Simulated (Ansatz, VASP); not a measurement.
# BaTe in VASP and in Ansatz

```
Ba Te
1.0
     4.79699    0.00000    0.00000
    -2.39849    4.15431    0.00000
     0.00000    0.00000    4.41666
Ba Te
1 1
Direct
  0.33333 0.66667 0.00000
  0.66667 0.33333 0.50000
```

Alike in both runs: functional PBE; k mesh 6 × 6 × 4; occupations gaussian, width 0.1 eV; no spin polarisation.

Ansatz relaxed the structure, and its values are those at the end. VASP's run is a single point on that final structure, the one shown.

|  | VASP | Ansatz |
| --- | --- | --- |
| version | VASP 6.6.1 | Ansatz 0.2.0 |
| potentials or method | VASP PAW PBE potentials, release 64 (Ba_sv, Te), cutoff 500 eV | scalar-relativistic, plane waves, PAW |
| valence electrons in the cell | 16 | 26 |

|  | VASP | Ansatz | Ansatz less VASP |
| --- | --- | --- | --- |
| gap on the k mesh at the Fermi level (eV) | 1.47 | 1.53 | +0.056 |
| least direct gap on the mesh (eV) | 1.47 | 1.53 | +0.056 |
| pressure (GPa) | 0.4 | 0.1 | -0.33 |

VASP's potentials hold 16 valence electrons a cell and Ansatz's 26, so a difference there can come from the potentials and not from the codes.

Neither program's run includes spin-orbit coupling.
